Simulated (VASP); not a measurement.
# CuSi3 (Pm-3m) in VASP: further runs, part 2 of 2

VASP 6.6.1.

## Step 3: Single point, PBE

Input file INCAR:

```
SYSTEM = CuSi3
PREC = Accurate
ENCUT = 520
EDIFF = 1E-7
ISMEAR = 0
SIGMA = 0.1
LREAL = .FALSE.
LASPH = .TRUE.
NELM = 80
ALGO = Normal
ISIF = 2
LWAVE = .FALSE.
LCHARG = .FALSE.
GGA = PE
NBANDS = 20
```

Input file KPOINTS:

```
Automatic mesh
0
G
  12 12 12
  0 0 0
```

Input file POSCAR:

```
CuSi3
1.0
    3.8279236283      0.0000000000      0.0000000000
    0.0000000000      3.8279236283      0.0000000000
    0.0000000000      0.0000000000      3.8279236283
Si Cu
3 1
Direct
    0.0000000000      0.5000000000      0.5000000000
    0.5000000000      0.0000000000      0.5000000000
    0.5000000000      0.5000000000      0.0000000000
    0.0000000000      0.0000000000      0.0000000000
```

Potentials or basis: VASP PAW PBE potentials, release 64 (Si, Cu).

Run with:

```sh
> cat potpaw_PBE.64/Si/POTCAR potpaw_PBE.64/Cu/POTCAR > POTCAR
> mpirun -np 1 vasp_std > vasp.out
```

OUTCAR:

```text
SYSTEM = CuSi3
   PREC = Accurate
   ENCUT = 520
   EDIFF = 1E-7
   ISMEAR = 0
   LREAL = .FALSE.
   LASPH = .TRUE.
   NELM = 80
   ISIF = 2
   GGA = PE

 ion  position               nearest neighbor table
   1  0.000  0.500  0.500-   2 2.71   3 2.71   4 2.71   3 2.71   4 2.71   2 2.71   4 2.71   4 2.71
                             2 2.71   3 2.71   3 2.71   2 2.71
   2  0.500  0.000  0.500-   1 2.71   3 2.71   4 2.71   3 2.71   4 2.71   1 2.71   3 2.71   3 2.71
                             1 2.71   4 2.71   4 2.71   1 2.71
   3  0.500  0.500  0.000-   1 2.71   2 2.71   4 2.71   1 2.71   2 2.71   2 2.71   4 2.71   2 2.71
                             1 2.71   4 2.71   1 2.71   4 2.71
   4  0.000  0.000  0.000-   1 2.71   2 2.71   3 2.71   1 2.71   2 2.71   1 2.71   3 2.71   1 2.71
                             2 2.71   3 2.71   2 2.71   3 2.71

  LATTYP: Found a simple cubic cell.
 ALAT       =     3.8279236283

  Lattice vectors:

 A1 = (   3.8279236283,   0.0000000000,   0.0000000000)
 A2 = (   0.0000000000,   3.8279236283,   0.0000000000)
 A3 = (   0.0000000000,   0.0000000000,   3.8279236283)

Analysis of symmetry for initial positions (statically):
=====================================================================
 Subroutine PRICEL returns:
 Original cell was already a primitive cell.

 Routine SETGRP: Setting up the symmetry group for a
 simple cubic supercell.

 Subroutine GETGRP returns: Found 48 space group operations
 (whereof 48 operations were pure point group operations)
 out of a pool of 48 trial point group operations.

The static configuration has the point symmetry O_h .

Analysis of symmetry for dynamics (positions and initial velocities):
=====================================================================
 Subroutine PRICEL returns:
 Original cell was already a primitive cell.

 Routine SETGRP: Setting up the symmetry group for a
 simple cubic supercell.

 Subroutine GETGRP returns: Found 48 space group operations
 (whereof 48 operations were pure point group operations)
[... 125 lines left out ...]
     AMIX     =   0.40;   BMIX     =  1.00
     AMIX_MAG =   1.60;   BMIX_MAG =  1.00
  volume/ion in A,a.u.               =      14.02        94.63
  Fermi-wavevector in a.u.,A,eV,Ry     =   1.216244  2.298369 20.126423  1.479250
  Thomas-Fermi vector in A             =   2.351605
   LORBIT       =      0    0 simple, 1 ext, 2 COOP (PROOUT), +10 PAW based schemes
   GGA     = PE    functional components
   LHFCALC =     F    Hartree Fock is set to
   AEXX    =    0.0000 exact exchange contribution
   IVDW    =     0    specifies the selected vdW correction
   LEPSILON=     F    determine dielectric tensor
   LRPA    =     F    only Hartree local field effects (RPA)
 non-spin polarized calculation
 Gauss-broadening in eV      SIGMA  =   0.10
  energy-cutoff  :      520.00
  volume of cell :       56.09
 maximum number of plane-waves:      1532
   NGX = 15   NGY = 15   NGZ = 15

 number of electron      22.9999960 magnetization

 Free energy of the ion-electron system (eV)
  ---------------------------------------------------
  ext. energy  EPLUGINS =         0.00000000
  ---------------------------------------------------
  free energy    TOTEN  =       -18.35307641 eV

  energy without entropy =      -18.34353037  energy(sigma->0) =      -18.34830339

 E-fermi :   9.6191     XC(G=0): -11.4483

 val. band max:        9.6031924418   @ k =   0.5000   0.5000   0.0833
 cond. band min:       9.6267446022   @ k =   0.3333   0.0833   0.0833
 fundamental gap:      0.0235521604
 Fermi energy:         9.6191154492

 k-point     1 :       0.0000    0.0000    0.0000
  band No.  band energies     occupation
      1      -4.1415      2.00000
      2       4.2822      2.00000
      3       4.2822      2.00000
      4       5.1490      2.00000
      5       5.1490      2.00000
      6       5.1490      2.00000
[... 541 lines left out ...]
     19      16.6034      0.00000
     20      16.9815      0.00000

 [... further k-points ...]

------------------------ aborting loop because EDIFF is reached ----------------------------------------

  FORCE on cell =-STRESS in cart. coord.  units (eV):
  Direction    XX          YY          ZZ          XY          YZ          ZX
  --------------------------------------------------------------------------------------
  -------------------------------------------------------------------------------------
  Total        0.0205391      0.0205391      0.0205391     -0.0000000     -0.0000000      0.0000000
  in kB        0.5866808      0.5866808      0.5866808     -0.0000000     -0.0000000      0.0000000
  external PRESSURE =       0.5866808 kB  Pullay stress =       0.0000000 kB

 VOLUME and BASIS-vectors are now :
 -----------------------------------------------------------------------------
  energy-cutoff  :      520.00
  volume of cell :       56.09
      direct lattice vectors                 reciprocal lattice vectors
     3.827923628  0.000000000  0.000000000     0.261238232  0.000000000  0.000000000
     0.000000000  3.827923628  0.000000000     0.000000000  0.261238232  0.000000000
     0.000000000  0.000000000  3.827923628     0.000000000  0.000000000  0.261238232

 POSITION                                       TOTAL-FORCE (eV/Angst)
 -----------------------------------------------------------------------------------
      0.00000      1.91396      1.91396         0.000000      0.000000      0.000000
      1.91396      0.00000      1.91396         0.000000      0.000000      0.000000
      1.91396      1.91396      0.00000         0.000000      0.000000      0.000000
      0.00000      0.00000      0.00000         0.000000      0.000000      0.000000
 -----------------------------------------------------------------------------------
    total drift:                               -0.000000     -0.000000     -0.000000

  FREE ENERGIE OF THE ION-ELECTRON SYSTEM (eV)
  ---------------------------------------------------
  free  energy   TOTEN  =       -18.3530764063 eV

  energy  without entropy=      -18.3435303700  energy(sigma->0) =      -18.34830339
```

OSZICAR:

```text
N       E                     dE             d eps       ncg     rms          rms(c)
DAV:   1     0.102404210988E+03    0.10240E+03   -0.96499E+03  3428   0.121E+03
DAV:   2    -0.132610933832E+02   -0.11567E+03   -0.10942E+03  3464   0.251E+02
DAV:   3    -0.205978883184E+02   -0.73368E+01   -0.70097E+01  4580   0.624E+01
DAV:   4    -0.208067014871E+02   -0.20881E+00   -0.20417E+00  4572   0.864E+00
DAV:   5    -0.208104806940E+02   -0.37792E-02   -0.37780E-02  4276   0.122E+00    0.170E+01
DAV:   6    -0.263756651519E+02   -0.55652E+01   -0.10141E+02  3896   0.243E+02    0.155E+01
DAV:   7    -0.190660928474E+02    0.73096E+01   -0.17183E+01  4236   0.106E+02    0.606E+00
DAV:   8    -0.183280763561E+02    0.73802E+00   -0.34468E+00  4544   0.573E+01    0.172E+00
DAV:   9    -0.183533093574E+02   -0.25233E-01   -0.45711E-01  5108   0.658E+00    0.649E-01
DAV:  10    -0.183534959740E+02   -0.18662E-03   -0.63844E-03  5140   0.128E+00    0.295E-01
DAV:  11    -0.183558879861E+02   -0.23920E-02   -0.17122E-02  4268   0.392E+00    0.430E-01
DAV:  12    -0.183530669211E+02    0.28211E-02   -0.95501E-03  4164   0.300E+00    0.577E-02
DAV:  13    -0.183530805303E+02   -0.13609E-04   -0.20676E-04  4952   0.177E-01    0.159E-02
DAV:  14    -0.183530776938E+02    0.28365E-05   -0.91271E-06  4956   0.703E-02    0.102E-02
DAV:  15    -0.183530764576E+02    0.12362E-05   -0.16934E-06  5344   0.286E-02    0.390E-04
DAV:  16    -0.183530764063E+02    0.51303E-07   -0.15021E-07  2868   0.269E-03
   1 F= -.18353076E+02 E0= -.18348303E+02  d E =-.954604E-02
```

Wall time 36 s (1 thread of Intel Xeon 6975P-C (Granite Rapids), shared host); peak memory 0.21 GiB.

Results:

```yaml
Free_energy: -18.3531 eV
Pressure: 0.1 GPa
Band_gap_on_the_k_mesh: zero (an odd number of electrons rules out a gap without spin polarisation)
```

Caveat: an odd number of electrons without spin polarisation forces a metal; a magnetic or distorted state may lie lower.

## Step 4: Relaxation of cell and atoms, PBE

Input file INCAR:

```
SYSTEM = CuSi3
ALGO     = Normal         ! electronic algorithm
EDIFF    = 1E-6           ! SCF threshold, eV
EDIFFG   = -0.01          ! ionic threshold
ENCUT    = 600            ! plane-wave cutoff, eV
GGA      = PE             ! functional
IBRION   = 2              ! ionic algorithm
ISIF     = 3              ! what is computed and relaxed
ISMEAR   = 0              ! smearing method
LASPH    = .True.         ! aspherical terms in the spheres
LCHARG   = .False.        ! write CHGCAR
LREAL    = .False.        ! projectors in reciprocal space
LWAVE    = .False.        ! write WAVECAR
NELM     = 80             ! most SCF steps
NSW      = 100            ! ionic steps
PREC     = Accurate       ! precision mode
SIGMA    = 0.1            ! smearing width, eV
```

Input file KPOINTS:

```
k-points
0
Gamma
  12 12 12
  0 0 0
```

Input file POSCAR:

```
CuSi3
1.0
    3.8292390430      0.0000000000      0.0000000000
    0.0000000000      3.8292390430      0.0000000000
    0.0000000000      0.0000000000      3.8292390430
Si Cu
3 1
Direct
    0.0000000000      0.5000000000      0.5000000000
    0.5000000000      0.0000000000      0.5000000000
    0.5000000000      0.5000000000      0.0000000000
    0.0000000000      0.0000000000      0.0000000000
```

Potentials or basis: VASP PAW PBE potentials, release 64 (Si, Cu).

Run with:

```sh
> cat potpaw_PBE.64/Si/POTCAR potpaw_PBE.64/Cu/POTCAR > POTCAR
> mpirun -np 1 vasp_std > vasp.out
```

OUTCAR:

```text
SYSTEM = CuSi3
   EDIFF = 1E-6
   EDIFFG = -0.01
   ENCUT = 600
   GGA = PE
   IBRION = 2
   ISIF = 3
   ISMEAR = 0
   LASPH = .True.
   LREAL = .False.
   NELM = 80
   NSW = 100
   PREC = Accurate

 ion  position               nearest neighbor table
   1  0.000  0.500  0.500-   2 2.71   3 2.71   4 2.71   3 2.71   4 2.71   2 2.71   4 2.71   4 2.71
                             2 2.71   3 2.71   3 2.71   2 2.71
   2  0.500  0.000  0.500-   1 2.71   3 2.71   4 2.71   3 2.71   4 2.71   1 2.71   3 2.71   3 2.71
                             1 2.71   4 2.71   4 2.71   1 2.71
   3  0.500  0.500  0.000-   1 2.71   2 2.71   4 2.71   1 2.71   2 2.71   2 2.71   4 2.71   2 2.71
                             1 2.71   4 2.71   1 2.71   4 2.71
   4  0.000  0.000  0.000-   1 2.71   2 2.71   3 2.71   1 2.71   2 2.71   1 2.71   3 2.71   1 2.71
                             2 2.71   3 2.71   2 2.71   3 2.71

  LATTYP: Found a simple cubic cell.
 ALAT       =     3.8292390430

  Lattice vectors:

 A1 = (   3.8292390430,   0.0000000000,   0.0000000000)
 A2 = (   0.0000000000,   3.8292390430,   0.0000000000)
 A3 = (   0.0000000000,   0.0000000000,   3.8292390430)

Analysis of symmetry for initial positions (statically):
=====================================================================
 Subroutine PRICEL returns:
 Original cell was already a primitive cell.

 Routine SETGRP: Setting up the symmetry group for a
 simple cubic supercell.

 Subroutine GETGRP returns: Found 48 space group operations
 (whereof 48 operations were pure point group operations)
 out of a pool of 48 trial point group operations.

The static configuration has the point symmetry O_h .

Analysis of symmetry for dynamics (positions and initial velocities):
=====================================================================
 Subroutine PRICEL returns:
 Original cell was already a primitive cell.

 Routine SETGRP: Setting up the symmetry group for a
 simple cubic supercell.

 Subroutine GETGRP returns: Found 48 space group operations
 (whereof 48 operations were pure point group operations)
 out of a pool of 48 trial point group operations.

The dynamic configuration has the point symmetry O_h .

 Subroutine INISYM returns: Found 48 space group operations
 (whereof 48 operations are pure point group operations),
 and found     1 'primitive' translations

----------------------------------------------------------------------------------------

                                     Primitive cell

  volume of cell :      56.1484

  direct lattice vectors                    reciprocal lattice vectors
     3.829239043  0.000000000  0.000000000     0.261148492  0.000000000  0.000000000
     0.000000000  3.829239043  0.000000000     0.000000000  0.261148492  0.000000000
     0.000000000  0.000000000  3.829239043     0.000000000  0.000000000  0.261148492

  length of vectors
     3.829239043  3.829239043  3.829239043     0.261148492  0.261148492  0.261148492

  position of ions in fractional coordinates (direct lattice)
     0.000000000  0.500000000  0.500000000
     0.500000000  0.000000000  0.500000000
     0.500000000  0.500000000  0.000000000
     0.000000000  0.000000000  0.000000000

  ion indices of the primitive-cell ions
   primitive index   ion index
                 1           1
                 2           2
[... 62 lines left out ...]
   NGX,Y,Z   is equivalent  to a cutoff of  13.89, 13.89, 13.89 a.u.
   NGXF,Y,Z  is equivalent  to a cutoff of  27.79, 27.79, 27.79 a.u.
 SYSTEM =  CuSi3
   PREC   = accura    normal or accurate (medium, high low for compatibility)
   ISTART =      0    job   : 0-new  1-cont  2-samecut
   ICHARG =      2    charge: 1-file 2-atom 10-const
   ISPIN  =      1    spin polarized calculation?
   LNONCOLLINEAR =      F non collinear calculations
   LSORBIT =      F    spin-orbit coupling
   LASPH  =      T    aspherical Exc in radial PAW
   ENCUT  =  600.0 eV  44.10 Ry    6.64 a.u.   7.65  7.65  7.65*2*pi/ulx,y,z
   NELM   =     80;   NELMIN=  2; NELMDL= -5     # of ELM steps
   EDIFF  = 0.1E-05   stopping-criterion for ELM
   LREAL  =      F    real-space projection
   EDIFFG = -.1E-01   stopping-criterion for IOM
   NSW    =    100    number of steps for IOM
   IBRION =      2    ionic relax: 0-MD 1-quasi-New 2-CG
   NFREE  =      1    steps in history (QN), initial steepest desc. (CG)
   ISIF   =      3    stress and relaxation
   ISYM   =      2    0-nonsym 1-usesym 2-fastsym
   POTIM  = 0.5000    time-step for ionic-motion
   TEBEG  =    0.0;   TEEND  =   0.0 temperature during run
   PSTRESS=    0.0 pullay stress
   NELECT =      23.0000    total number of electrons
   NUPDOWN=      -1.0000    fix difference up-down
   EMIN   =  10.00;   EMAX   =-10.00  energy-range for DOS
   EFERMI =   0.00;   METHOD = LEGACY
   ISMEAR =     0;   SIGMA  =   0.10  broadening in eV -4-tet -1-fermi 0-gaus
   EFERMI_NEDOS =   21; number of points for ismear=-14 and -15
   IALGO  =     38    algorithm
   IMIX   =      4    mixing-type and parameters
     AMIX     =   0.40;   BMIX     =  1.00
     AMIX_MAG =   1.60;   BMIX_MAG =  1.00
  volume/ion in A,a.u.               =      14.04        94.73
  Fermi-wavevector in a.u.,A,eV,Ry     =   1.215827  2.297579 20.112598  1.478234
  Thomas-Fermi vector in A             =   2.351201
   LORBIT       =      0    0 simple, 1 ext, 2 COOP (PROOUT), +10 PAW based schemes
   GGA     = PE    functional components
   LHFCALC =     F    Hartree Fock is set to
   AEXX    =    0.0000 exact exchange contribution
   IVDW    =     0    specifies the selected vdW correction
   LEPSILON=     F    determine dielectric tensor
   LRPA    =     F    only Hartree local field effects (RPA)
 conjugate gradient relaxation of ions
 non-spin polarized calculation
 Gauss-broadening in eV      SIGMA  =   0.10
  energy-cutoff  :      600.00
  volume of cell :       56.15
 maximum number of plane-waves:      1891
 NGX is ok and might be reduce to    32
   NGX = 15   NGY = 15   NGZ = 15

 number of electron      22.9999991 magnetization

 Free energy of the ion-electron system (eV)
  ---------------------------------------------------
  ext. energy  EPLUGINS =         0.00000000
  ---------------------------------------------------
  free energy    TOTEN  =       -18.35330250 eV

  energy without entropy =      -18.34377981  energy(sigma->0) =      -18.34854115

 E-fermi :   9.6050     XC(G=0): -11.4437

 val. band max:        9.5891549823   @ k =   0.5000   0.5000   0.0833
 cond. band min:       9.6111508994   @ k =   0.1667   0.1667   0.0833
 fundamental gap:      0.0219959172
 Fermi energy:         9.6049901585

 k-point     1 :       0.0000    0.0000    0.0000
  band No.  band energies     occupation
      1      -4.1458      2.00000
      2       4.2724      2.00000
      3       4.2724      2.00000
      4       5.1398      2.00000
      5       5.1398      2.00000
      6       5.1398      2.00000
      7       6.0644      2.00000
      8       6.0644      2.00000
      9       6.0644      2.00000
     10       7.8952      2.00000
     11       7.8952      2.00000
     12       8.4560      2.00000
     13      13.1702      0.00000
     14      13.1702      0.00000
[... 401 lines left out ...]
      2       0.3463      2.00000
      3       1.7159      2.00000
      4       3.8038      2.00000
      5       5.4322      2.00000
      6       5.6754      2.00000
      7       6.2768      2.00000
      8       6.2870      2.00000
      9       6.6099      2.00000
     10       8.3596      2.00000
     11       9.0740      2.00000
     12      10.1669      0.00000
     13      11.0964      0.00000
     14      11.3875      0.00000
     15      12.4348      0.00000

 [... further k-points ...]

------------------------ aborting loop because EDIFF is reached ----------------------------------------

  FORCE on cell =-STRESS in cart. coord.  units (eV):
  Direction    XX          YY          ZZ          XY          YZ          ZX
  --------------------------------------------------------------------------------------
  -------------------------------------------------------------------------------------
  Total       -0.0271069     -0.0271069     -0.0271069      0.0000000      0.0000000     -0.0000000
  in kB       -0.7734867     -0.7734867     -0.7734867      0.0000000      0.0000000     -0.0000000
  external PRESSURE =      -0.7734867 kB  Pullay stress =       0.0000000 kB

 VOLUME and BASIS-vectors are now :
 -----------------------------------------------------------------------------
  energy-cutoff  :      600.00
  volume of cell :       56.15
      direct lattice vectors                 reciprocal lattice vectors
     3.829239043  0.000000000  0.000000000     0.261148492  0.000000000  0.000000000
     0.000000000  3.829239043  0.000000000     0.000000000  0.261148492  0.000000000
     0.000000000  0.000000000  3.829239043     0.000000000  0.000000000  0.261148492

 POSITION                                       TOTAL-FORCE (eV/Angst)
 -----------------------------------------------------------------------------------
      0.00000      1.91462      1.91462         0.000000      0.000000      0.000000
      1.91462      0.00000      1.91462         0.000000      0.000000      0.000000
      1.91462      1.91462      0.00000         0.000000      0.000000      0.000000
      0.00000      0.00000      0.00000         0.000000      0.000000      0.000000
 -----------------------------------------------------------------------------------
    total drift:                               -0.000000      0.000000      0.000000

  FREE ENERGIE OF THE ION-ELECTRON SYSTEM (eV)
  ---------------------------------------------------
  free  energy   TOTEN  =       -18.3533024984 eV

  energy  without entropy=      -18.3437798054  energy(sigma->0) =      -18.34854115

 reached required accuracy - stopping structural energy minimisation
```

It took 30 s on 1 thread of Intel Xeon 6975P-C (Granite Rapids), shared host; peak memory 0.23 GiB.

What came out:

```yaml
Free_energy: -18.3533 eV
Pressure_after_relaxing: -0.1 GPa
Band_gap_on_the_k_mesh: zero (an odd number of electrons rules out a gap without spin polarisation)
```

Final structure:
```
CELL_PARAMETERS angstrom
3.82924 0.00000 0.00000
0.00000 3.82924 0.00000
0.00000 0.00000 3.82924
ATOMIC_POSITIONS crystal
Si 0.00000 0.50000 0.50000
Si 0.50000 0.00000 0.50000
Si 0.50000 0.50000 0.00000
Cu 0.00000 0.00000 0.00000
```

Levels at points of the mesh, in eV from the Fermi level:
```tsv
k point	band 9	band 10	band 11	band 12	band 13	band 14	band 15
(0.00, 0.00, 0.00)	-3.54	-1.71	-1.71	-1.15	3.57	3.57	3.57
(0.50, 0.00, 0.00)	-1.35	-1.35	-1.32	-1.32	-0.40	1.01	1.11
(0.50, 0.50, 0.00)	-3.16	-0.77	0.76	1.12	1.12	1.37	1.37
(0.50, 0.50, 0.50)	-3.28	-2.64	-2.60	-2.60	-2.60	8.87	8.87
```

Caveat: the relaxation stopped at its first step, so nothing moved; an odd number of electrons without spin polarisation forces a metal; a magnetic or distorted state may lie lower.

## Step 5: Summary

```csv
task,cell,k mesh,cutoff (eV),gap on the mesh (eV),pressure (GPa)
single point,"a = 3.829 Å, 4 atoms",6 × 6 × 6,520,none,0.2
single point,"a = 3.828 Å, 4 atoms",12 × 12 × 12,520,none,0.1
relaxation of cell and atoms,"relaxed from a = 3.829 Å, 4 atoms",12 × 12 × 12,600,none,-0.1
```

Alike in all rows: level PBE; potentials or basis VASP PAW PBE potentials, release 64 (Si, Cu); no spin polarisation; smearing gaussian 0.1 eV.

Caveats: an odd number of electrons without spin polarisation forces a metal; a magnetic or distorted state may lie lower; the relaxation stopped at its first step, so nothing moved (at least some runs).

Total energies depend on the potentials used, so only differences within one code and one set of settings carry meaning.

The gap in the log of VASP goes by the Fermi energy; the results here count the filled bands.